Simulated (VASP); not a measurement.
Crystal: Be4Te.

```xyz
5
Lattice="-2.9449 2.9449 2.2231 2.9449 -2.9449 2.2231 2.9449 2.9449 -2.2231" Properties=species:S:1:pos:R:3 pbc="T T T"
Be    1.7939    1.7939   -0.3289
Be    1.1510    1.1510    1.8942
Be   -1.1510    1.1510    2.5520
Be    1.1510   -1.1510    2.5520
Te    0.0000    0.0000    0.0000
```

The cell was built from a structure type or drawn by symmetry, and may not be a known phase.

- Program: VASP 6.6.1
- Task: relaxation of cell and atoms
- Functional: PBE
- Potentials or basis: VASP PAW PBE potentials, release 64 (Be, Te)
- Cutoff: 600 eV
- k mesh: 10 × 10 × 10
- Occupations: gaussian, width 0.1 eV
- Spin: no spin polarisation

At the start: pressure 0.2 GPa; volume 15.42 Å³/atom.

Task: How do energy, volume and symmetry change on relaxing?

Result: Over 21 steps the energy falls by 6.0 meV/atom and the volume is 15.76 Å³/atom (+2.2 %); space group I-42m (No. 121, to 0.1 Å) before and after.

Step by step:
```csv
step,energy change (eV),largest force (eV/Å),pressure (GPa),volume (Å³)
1,0.0000,0.0422,0.16,77.12
2,-0.0050,0.0569,0.09,77.29
3,-0.0162,0.1017,-0.05,77.78
4,-0.0133,0.1778,0.09,78.66
5,-0.0193,0.1391,-0.03,78.19
6,-0.0241,0.0897,-0.08,78.36
7,-0.0266,0.0460,-0.10,78.56
8,-0.0270,0.0389,-0.09,78.65
9,-0.0271,0.0388,-0.09,78.69
10,-0.0279,0.0324,0.05,78.48
11,-0.0285,0.0235,0.30,78.10
12,-0.0289,0.0214,0.19,78.23
13,-0.0292,0.0181,0.00,78.46
14,-0.0294,0.0111,0.00,78.49
15,-0.0295,0.0144,0.00,78.58
16,-0.0296,0.0135,0.00,78.60
17,-0.0298,0.0103,0.02,78.65
18,-0.0299,0.0032,0.05,78.76
19,-0.0299,0.0048,0.04,78.73
20,-0.0298,0.0072,-0.11,78.94
21,-0.0299,0.0040,-0.02,78.81
```

Final structure:
```
Be Te
1.0
    -3.04178    3.04178    2.12956
     3.04178   -3.04178    2.12956
     3.04178    3.04178   -2.12956
Be Te
4 1
Direct
  0.21298 0.21298 0.59597
  0.61700 0.61700 0.40403
  0.78702 0.38299 0.00000
  0.38299 0.78702 0.00000
  0.00000 0.00000 0.00000
```
